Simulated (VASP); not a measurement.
# MgI2 (I4/mmm) in VASP: single point with HSE06

Aim: the single point of MgI2 with HSE06.

Program: VASP 6.6.1. These are calculated values, not measurements. Logs are shortened: lines on timing, memory, paths and dates and some standing lists are left out, and cuts for length are marked.

## Step 1: The cell of the first run

The structure is tetragonal, space group I4/mmm (No. 139). Conventional cell: a = 5.311 Å, b = 5.311 Å, c = 7.369 Å, α = 90.00°, β = 90.00°, γ = 90.00°. Within 4.3 Å of Mg (site symmetry 4/mmm) lie 8 I at 3.23 Å. I (site symmetry -4m2) has 4 Mg at 3.23 Å and 6 I at 3.68 to 3.76 Å within 4.3 Å.

## Step 2: Single point, HSE06 (uniaxial z strain -1.9%)

POSCAR reads:

```
MgI2
1.0
    0.0000000000      3.7557205885      3.6847374693
    3.7557205885      0.0000000000      3.6847374693
    3.7557205885      3.7557205885      0.0000000000
Mg I
1 2
Direct
    0.0000000000      0.0000000000      0.0000000000
    0.2500000000      0.2500000000      0.2500000000
    0.7500000000      0.7500000000      0.7500000000
```

INCAR.step1 reads:

```
SYSTEM = MgI2
PREC = Accurate
ENCUT = 520
EDIFF = 1E-5
ISMEAR = 0
SIGMA = 0.01
LREAL = .False.
LASPH = .True.
NELM = 100
ALGO = Normal
ISIF = 2
LWAVE = .True.
GGA = PE
NBANDS = 15
```

INCAR.step2 reads:

```
SYSTEM = MgI2
PREC = Accurate
ENCUT = 520
EDIFF = 1E-7
ISMEAR = 0
SIGMA = 0.01
LREAL = .False.
LASPH = .True.
NELM = 100
ALGO = Normal
ISIF = 2
LWAVE = .False.
LCHARG = .True.
GGA = PE
LHFCALC = .True.
HFSCREEN = 0.2079
PRECFOCK = Normal
LELF = .True.
LVHAR = .True.
ISTART = 1
NBANDS = 15
```

KPOINTS reads:

```
regular mesh
0
Gamma
  4 4 4
  0 0 0
```

Potentials or basis: VASP PAW PBE potentials, release 64 (Mg, I).

Started as:

```console
> cat potpaw_PBE.64/Mg/POTCAR potpaw_PBE.64/I/POTCAR > POTCAR
> cp INCAR.step1 INCAR
> mpirun -np 1 vasp_std > vasp.out
> cp INCAR.step2 INCAR
> mpirun -np 1 vasp_std > vasp.out
```

OUTCAR:

```text
SYSTEM = MgI2
   PREC = Accurate
   ENCUT = 520
   EDIFF = 1E-7
   ISMEAR = 0
   LREAL = .False.
   LASPH = .True.
   NELM = 100
   ISIF = 2
   GGA = PE
   LHFCALC = .True.
   HFSCREEN = 0.2079
   PRECFOCK = Normal
   ISTART = 1

 ion  position               nearest neighbor table
   1  0.000  0.000  0.000-   3 3.23   2 3.23   3 3.23   2 3.23   3 3.23   3 3.23   2 3.23   2 3.23

   2  0.250  0.250  0.250-   1 3.23   1 3.23   1 3.23   1 3.23
   3  0.750  0.750  0.750-   1 3.23   1 3.23   1 3.23   1 3.23

  LATTYP: Found a body centered tetragonal cell.
 ALAT       =     5.3113909927
 C/A-ratio  =     1.3874849260

  Lattice vectors:

 A1 = (   0.0000000000,  -3.7557205885,  -3.6847374693)
 A2 = (   0.0000000000,   3.7557205885,  -3.6847374693)
 A3 = (   3.7557205885,   0.0000000000,   3.6847374693)

Analysis of symmetry for initial positions (statically):
=====================================================================
 Subroutine PRICEL returns:
 Original cell was already a primitive cell.

 Routine SETGRP: Setting up the symmetry group for a
 body centered tetragonal supercell.

 Subroutine GETGRP returns: Found 16 space group operations
 (whereof 16 operations were pure point group operations)
 out of a pool of 16 trial point group operations.

The static configuration has the point symmetry D_4h.

Analysis of symmetry for dynamics (positions and initial velocities):
=====================================================================
 Subroutine PRICEL returns:
 Original cell was already a primitive cell.

 Routine SETGRP: Setting up the symmetry group for a
 body centered tetragonal supercell.

 Subroutine GETGRP returns: Found 16 space group operations
 (whereof 16 operations were pure point group operations)
 out of a pool of 16 trial point group operations.

The dynamic configuration has the point symmetry D_4h.

 Subroutine INISYM returns: Found 16 space group operations
 (whereof 16 operations are pure point group operations),
 and found     1 'primitive' translations

----------------------------------------------------------------------------------------

                                     Primitive cell

  volume of cell :     103.9497

  direct lattice vectors                    reciprocal lattice vectors
     0.000000000  3.755720589  3.684737469    -0.133130244  0.133130244  0.135694878
     3.755720589  0.000000000  3.684737469     0.133130244 -0.133130244  0.135694878
     3.755720589  3.755720589  0.000000000     0.133130244  0.133130244 -0.135694878

  length of vectors
     5.261437765  5.261437765  5.311390993     0.232078486  0.232078486  0.232078486

  position of ions in fractional coordinates (direct lattice)
     0.000000000  0.000000000  0.000000000
     0.250000000  0.250000000  0.250000000
     0.750000000  0.750000000  0.750000000

  ion indices of the primitive-cell ions
   primitive index   ion index
                 1           1
                 2           2
                 3           3

----------------------------------------------------------------------------------------

 KPOINTS: regular mesh

Automatic generation of k-mesh.
 Grid dimensions read from file:
 generate k-points for:    4    4    4

 Generating k-lattice:

  Cartesian coordinates                     Fractional coordinates (reciprocal lattice)
    -0.033282561  0.033282561  0.033923719     0.250000000  0.000000000  0.000000000
     0.033282561 -0.033282561  0.033923719     0.000000000  0.250000000  0.000000000
     0.033282561  0.033282561 -0.033923719    -0.000000000 -0.000000000  0.250000000

  Length of vectors
     0.058019622  0.058019622  0.058019622

  Shift w.r.t. Gamma in fractional coordinates (k-lattice)
     0.000000000  0.000000000  0.000000000

 Subroutine IBZKPT returns following result:
 ===========================================

 Found     13 irreducible k-points:

 Following reciprocal coordinates:
            Coordinates               Weight
  0.000000  0.000000  0.000000      1.000000
  0.250000  0.000000  0.000000      8.000000
  0.500000  0.000000  0.000000      4.000000
  0.250000  0.250000  0.000000      2.000000
  0.500000  0.250000  0.000000      8.000000
 -0.250000  0.250000  0.000000      4.000000
  0.500000  0.500000  0.000000      1.000000
  0.250000  0.000000  0.250000      4.000000
  0.500000  0.000000  0.250000     16.000000
 -0.250000 -0.000000  0.250000      8.000000
 -0.250000  0.500000  0.250000      4.000000
  0.500000  0.000000  0.500000      2.000000
 -0.250000  0.250000  0.500000      2.000000
   k-points           NKPTS =     13   k-points in BZ     NKDIM =     64   number of bands    NBANDS=     15
   number of dos      NEDOS =    301   number of ions     NIONS =      3
   total plane-waves  NPLWV =  64000
   dimension x,y,z NGX =    40 NGY =   40 NGZ =   40
   dimension x,y,z NGXF=    80 NGYF=   80 NGZF=   80
   ions per type =               1   2
   NGX,Y,Z   is equivalent  to a cutoff of  12.64, 12.64, 12.52 a.u.
   NGXF,Y,Z  is equivalent  to a cutoff of  25.28, 25.28, 25.04 a.u.
 SYSTEM =  MgI2
   PREC   = accura    normal or accurate (medium, high low for compatibility)
   ISTART =      1    job   : 0-new  1-cont  2-samecut
   ICHARG =      0    charge: 1-file 2-atom 10-const
   ISPIN  =      1    spin polarized calculation?
   LNONCOLLINEAR =      F non collinear calculations
   LSORBIT =      F    spin-orbit coupling
   LASPH  =      T    aspherical Exc in radial PAW
   ENCUT  =  520.0 eV  38.22 Ry    6.18 a.u.   9.78  9.78  9.88*2*pi/ulx,y,z
   NELM   =    100;   NELMIN=  2; NELMDL=  0     # of ELM steps
   EDIFF  = 0.1E-06   stopping-criterion for ELM
   LREAL  =      F    real-space projection
   EDIFFG = 0.1E-05   stopping-criterion for IOM
   NSW    =      0    number of steps for IOM
   IBRION =     -1    ionic relax: 0-MD 1-quasi-New 2-CG
   NFREE  =      0    steps in history (QN), initial steepest desc. (CG)
   ISIF   =      2    stress and relaxation
   ISYM   =      3    0-nonsym 1-usesym 2-fastsym
   POTIM  = 0.5000    time-step for ionic-motion
   TEBEG  =    0.0;   TEEND  =   0.0 temperature during run
   PSTRESS=    0.0 pullay stress
   NELECT =      16.0000    total number of electrons
   NUPDOWN=      -1.0000    fix difference up-down
   EMIN   =  10.00;   EMAX   =-10.00  energy-range for DOS
   EFERMI =   0.00;   METHOD = LEGACY
   ISMEAR =     0;   SIGMA  =   0.01  broadening in eV -4-tet -1-fermi 0-gaus
   EFERMI_NEDOS =   21; number of points for ismear=-14 and -15
   IALGO  =     38    algorithm
   IMIX   =      1    mixing-type and parameters
     AMIX     =   0.40;   BMIX     =  1.00
     AMIX_MAG =   1.60;   BMIX_MAG =  1.00
  volume/ion in A,a.u.               =      34.65       233.83
  Fermi-wavevector in a.u.,A,eV,Ry     =   0.877352  1.657955 10.473034  0.769746
  Thomas-Fermi vector in A             =   1.997288
   LORBIT       =      0    0 simple, 1 ext, 2 COOP (PROOUT), +10 PAW based schemes
   GGA     = PE    functional components
   LHFCALC =     T    Hartree Fock is set to
   PRECFOCK=normal    Normal, Fast or Accurate (Low or Medium for compatibility)
   ENCUT4O =  -1.0   cutoff for four orbital integrals eV
   NKREDX  =     1    reduce k-point grid by
   NKREDY  =     1    reduce k-point grid by
   NKREDZ  =     1    reduce k-point grid by
   AEXX    =    0.2500 exact exchange contribution
   HFSCREEN=    0.2079 screening length (either q_TF or 0.3 A-1)
   HFSCREENC=   0.2079 screening length for correlation (either q_TF or 0.3 A-1)
   ENCUTFOCK=  -1.0 apply spherical cutoff to Coloumb kernel
   IVDW    =     0    specifies the selected vdW correction
   LEPSILON=     F    determine dielectric tensor
   LRPA    =     F    only Hartree local field effects (RPA)
 non-spin polarized calculation
 Gauss-broadening in eV      SIGMA  =   0.01
  energy-cutoff  :      520.00
  volume of cell :      103.95
 maximum number of plane-waves:      2826
  NGX = 30; NGY = 30; NGZ = 30

 number of electron      15.9999999 magnetization

 Free energy of the ion-electron system (eV)
  ---------------------------------------------------
  ext. energy  EPLUGINS =         0.00000000
  ---------------------------------------------------
  free energy    TOTEN  =        -7.76857199 eV

  energy without entropy =       -7.76857199  energy(sigma->0) =       -7.76857199

 E-fermi :   3.1420     XC(G=0):  -6.8680

 val. band max:        3.0281664115   @ k =   0.5000   0.5000   0.0000
 cond. band min:       4.3162264126   @ k =   0.0000   0.0000   0.0000
 fundamental gap:      1.2880600011
 Fermi energy:         3.1419525864

 k-point     1 :       0.0000    0.0000    0.0000
  band No.  band energies     occupation
      1     -11.2747      2.00000
      2      -9.4495      2.00000
      3      -0.4915      2.00000
      4      -0.3547      2.00000
      5      -0.3547      2.00000
      6       1.5813      2.00000
      7       1.5813      2.00000
      8       1.8378      2.00000
      9       4.3162      0.00000
     10       6.7679      0.00000
     11       6.7679      0.00000
     12       6.7764      0.00000
     13       8.8136      0.00000
     14       8.9688      0.00000
     15      10.3611      0.00000

 k-point     2 :       0.2500    0.0000    0.0000
  band No.  band energies     occupation
      1     -11.0220      2.00000
      2      -9.7310      2.00000
      3      -0.5343      2.00000
      4      -0.2884      2.00000
      5      -0.2419      2.00000
      6       0.6178      2.00000
      7       1.0681      2.00000
      8       1.1966      2.00000
      9       5.6790      0.00000
     10       7.4785      0.00000
     11       7.5044      0.00000
     12       7.6442      0.00000
     13      10.0254      0.00000
     14      10.2127      0.00000
     15      11.6797      0.00000
[... 167 lines left out ...]
      3      -2.4602      2.00000
      4      -1.3349      2.00000
      5      -1.2121      2.00000
      6       2.2481      2.00000
      7       2.4908      2.00000
      8       2.8604      2.00000
      9       4.7067      0.00000
     10       7.9278      0.00000
     11      10.2852      0.00000
     12      10.3968      0.00000
     13      10.5080      0.00000
     14      10.6800      0.00000
     15      11.0942      0.00000

 k-point    13 :      -0.2500    0.2500    0.5000
  band No.  band energies     occupation
      1     -10.3344      2.00000
      2     -10.3344      2.00000
      3      -2.2267      2.00000
      4      -1.5865      2.00000
      5       0.2307      2.00000
      6       0.2307      2.00000
      7       2.4522      2.00000
      8       2.6209      2.00000
      9       5.7201      0.00000
     10       7.9154      0.00000
     11       9.2281      0.00000
     12       9.2281      0.00000
     13      11.5104      0.00000
     14      11.7321      0.00000
     15      11.7321      0.00000

------------------------ aborting loop because EDIFF is reached ----------------------------------------

  FORCE on cell =-STRESS in cart. coord.  units (eV):
  Direction    XX          YY          ZZ          XY          YZ          ZX
  --------------------------------------------------------------------------------------
  -------------------------------------------------------------------------------------
  Total       -0.3745156     -0.3745156      0.8110554      0.0000000      0.0000000      0.0000000
  in kB       -5.7724138     -5.7724138     12.5008050      0.0000000      0.0000000      0.0000000
  external PRESSURE =       0.3186592 kB  Pullay stress =       0.0000000 kB

 VOLUME and BASIS-vectors are now :
 -----------------------------------------------------------------------------
  energy-cutoff  :      520.00
  volume of cell :      103.95
      direct lattice vectors                 reciprocal lattice vectors
     0.000000000  3.755720589  3.684737469    -0.133130244  0.133130244  0.135694878
     3.755720589  0.000000000  3.684737469     0.133130244 -0.133130244  0.135694878
     3.755720589  3.755720589  0.000000000     0.133130244  0.133130244 -0.135694878

 POSITION                                       TOTAL-FORCE (eV/Angst)
 -----------------------------------------------------------------------------------
      0.00000      0.00000      0.00000         0.000000      0.000000     -0.000000
      1.87786      1.87786      1.84237         0.000000      0.000000      0.000000
      5.63358      5.63358      5.52711        -0.000000     -0.000000     -0.000000
 -----------------------------------------------------------------------------------
    total drift:                                0.000005     -0.000001      0.000056

  FREE ENERGIE OF THE ION-ELECTRON SYSTEM (eV)
  ---------------------------------------------------
  free  energy   TOTEN  =        -7.7685719863 eV

  energy  without entropy=       -7.7685719863  energy(sigma->0) =       -7.76857199
```

Wall time 27 min (1 thread of Intel Xeon Platinum 8259CL at 2.50GHz (Skylake/Cascade Lake), shared host); peak memory 0.36 GiB.

Results:

```yaml
Free_energy: -7.7686 eV
Pressure: 0.0 GPa
Band_gap_on_the_k_mesh: 1.29 eV (least direct gap 1.57 eV)
```

Stress tensor (GPa, compression positive):
```
-0.58  0.00  0.00
 0.00 -0.58  0.00
 0.00  0.00  1.25
```

Caveat: the cell differs from its parent crystal (uniaxial z strain -1.9%); the structure was generated, so it needn't be the stable form of MgI2; the PAW data sets were made with another functional, which shifts forces and pressure a little; spin-orbit coupling is left out, which moves the levels of the heavy elements. A k mesh can miss the band edges.
